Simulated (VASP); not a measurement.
Wanted: the native input for a VASP 6.6.1 run.

```yaml
Task: single point
Functional: PBEsol
Potentials_or_basis: VASP PAW PBE potentials, release 64 (Sn_d, O)
Cutoff: 520 eV
k_mesh: 1 × 1 × 1, shifted
Occupations: fermi-dirac, width 0.05 eV
Spin: no spin polarisation
Dipole_correction: no
Further_INCAR_settings: LREAL = Auto; ALGO = Normal; EDIFF = 1e-06; NBANDS = 350; ISYM = -1
```

The structure of Sn24O47 (a cell with a defect) lies in POSCAR:

```
Sn24O47
1.0
    9.5380920000      0.0000000000      0.0000000000
    0.0000000000      9.5380920000      0.0000000000
    0.0000000000      0.0000000000      9.6363030000
Sn O
24 47
Direct
    0.9999240000      0.0002660000      0.9999780000
    0.0003140000      0.9997280000      0.3328640000
    0.0004040000      0.9999170000      0.6670910000
    0.0011260000      0.4994030000      0.9999420000
    0.0003450000      0.5012540000      0.3332990000
    0.0002960000      0.5011120000      0.6666990000
    0.5007530000      0.9990370000      0.0000020000
    0.4990580000      0.9998460000      0.3332560000
    0.4988980000      0.9998480000      0.6666450000
    0.4990890000      0.5011070000      0.0000260000
    0.5021940000      0.4977320000      0.3349460000
    0.5023060000      0.4981130000      0.6651780000
    0.2501300000      0.2495000000      0.1665910000
    0.2478920000      0.2484220000      0.5000620000
    0.2505060000      0.2497070000      0.8336760000
    0.2508940000      0.7493700000      0.1667040000
    0.2492120000      0.7509390000      0.5000020000
    0.2507380000      0.7493320000      0.8333030000
    0.7499380000      0.2504050000      0.1659260000
    0.7506190000      0.2495570000      0.4999550000
    0.7497270000      0.2502490000      0.8340040000
    0.7504860000      0.7496750000      0.1662880000
    0.7517860000      0.7522930000      0.4998930000
    0.7506720000      0.7500430000      0.8333770000
    0.1526580000      0.1532960000      0.9999400000
    0.1522660000      0.1525790000      0.3330020000
    0.1523460000      0.1527790000      0.6671950000
    0.1552890000      0.6514260000      0.0000540000
    0.1530040000      0.6536320000      0.3330130000
    0.1532490000      0.6533230000      0.6668220000
    0.6535970000      0.1521100000      0.0000210000
    0.6494330000      0.1569430000      0.3336770000
    0.6486700000      0.1576350000      0.6658370000
    0.6525010000      0.6541050000      0.9996120000
    0.6564350000      0.6512470000      0.3347830000
    0.6562770000      0.6519030000      0.6650330000
    0.3461040000      0.3476770000      0.0003480000
    0.3482250000      0.3438690000      0.3348740000
    0.3491640000      0.3435690000      0.6651840000
    0.3487730000      0.8448430000      0.9999590000
    0.3468920000      0.8468300000      0.3332200000
    0.3466040000      0.8470900000      0.6669700000
    0.8480900000      0.3465360000      0.9998900000
    0.8425950000      0.3514830000      0.3340750000
    0.8432110000      0.3507330000      0.6662450000
    0.8469420000      0.8474770000      0.0000390000
    0.8474310000      0.8478260000      0.3327650000
    0.8476170000      0.8478630000      0.6669720000
    0.0965530000      0.4023280000      0.1676430000
    0.0958230000      0.4025020000      0.5000300000
    0.0973580000      0.4029210000      0.8323880000
    0.0973150000      0.9029370000      0.1661170000
    0.0964360000      0.9037490000      0.5000200000
    0.0972390000      0.9029030000      0.8338370000
    0.5979400000      0.4032860000      0.1650300000
    0.5968780000      0.4023280000      0.8349440000
    0.5972870000      0.9028700000      0.1675660000
    0.5976790000      0.9043520000      0.4999550000
    0.5978810000      0.9036440000      0.8323020000
    0.4029690000      0.0962740000      0.1660220000
    0.4019150000      0.0958370000      0.4999190000
    0.4030810000      0.0962500000      0.8340940000
    0.4045290000      0.5957560000      0.1693980000
    0.4030050000      0.5969740000      0.5000450000
    0.4043980000      0.5957560000      0.8306790000
    0.9028520000      0.0974240000      0.1673270000
    0.9024970000      0.0976370000      0.4999640000
    0.9027210000      0.0973210000      0.8326180000
    0.9038650000      0.5970550000      0.1658540000
    0.9042870000      0.5982400000      0.5000170000
    0.9038690000      0.5971940000      0.8339330000
```

These files were run (other wordings do the same):

INCAR

```
PREC = Accurate
ENCUT = 520
EDIFF = 1E-6
ISMEAR = -1
SIGMA = 0.05
LREAL = Auto
LASPH = T
NELM = 120
ALGO = Normal
ISIF = 2
LWAVE = F
LCHARG = T
GGA = PS
LELF = T
LVHAR = T
NBANDS = 350
ISYM = -1
GGA_COMPAT = F
```

KPOINTS

```
explicit points
1
Reciprocal
  0.25000000   0.25000000   0.25000000 1
```

Potentials or basis: VASP PAW PBE potentials, release 64 (Sn_d, O).

Launch:

```sh
$ cat potpaw_PBE.64/Sn_d/POTCAR potpaw_PBE.64/O/POTCAR > POTCAR
$ mpirun -np 1 vasp_std > vasp.out
```

Results of the run:

```
Pressure               : 1.2 GPa
Largest force          : 0.080 eV/Å
Band gap on the k mesh : 1.38 eV
```

Caveat: the PAW data sets were made with another functional, which shifts forces and pressure a little; spin-orbit coupling is left out, which moves the levels of the heavy elements.

Run time: 8.2 min on 1 thread of Intel(R) Xeon(R) Platinum 8488C (Sapphire Rapids) (shared host), peak memory 0.83 GiB.
